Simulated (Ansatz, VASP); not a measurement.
BP: VASP beside Ansatz

```
CELL_PARAMETERS angstrom
0.00000 2.31280 2.31280
2.31280 0.00000 2.31280
2.31280 2.31280 0.00000
ATOMIC_POSITIONS crystal
B 0.00000 0.00000 0.00000
P 0.25000 0.25000 0.25000
```

Alike in both runs: task single point; functional r2SCAN; k mesh 8 × 8 × 8; no spin polarisation.

|  | VASP | Ansatz |
| --- | --- | --- |
| version | VASP 6.6.1 | Ansatz 0.2.0 |
| potentials or method | VASP PAW PBE potentials, release 64 (B, P) | plane waves, PAW |
| plane-wave cutoff (eV) | 550 | 500 |
| occupations | gaussian, width 0.01 eV | fixed |
| valence electrons in the cell | 8 | 8 |

Ansatz gave:

| Property | Result |
| --- | --- |
| gap on the k mesh at the Fermi level (eV) | 1.51 |
| pressure (GPa) | -8.8 |

Task: What did VASP give for the same quantities?

Result: gap on the k mesh at the Fermi level (eV): 1.54; pressure (GPa): -9.3.

VASP's potentials were made for PBE, not for r2SCAN.
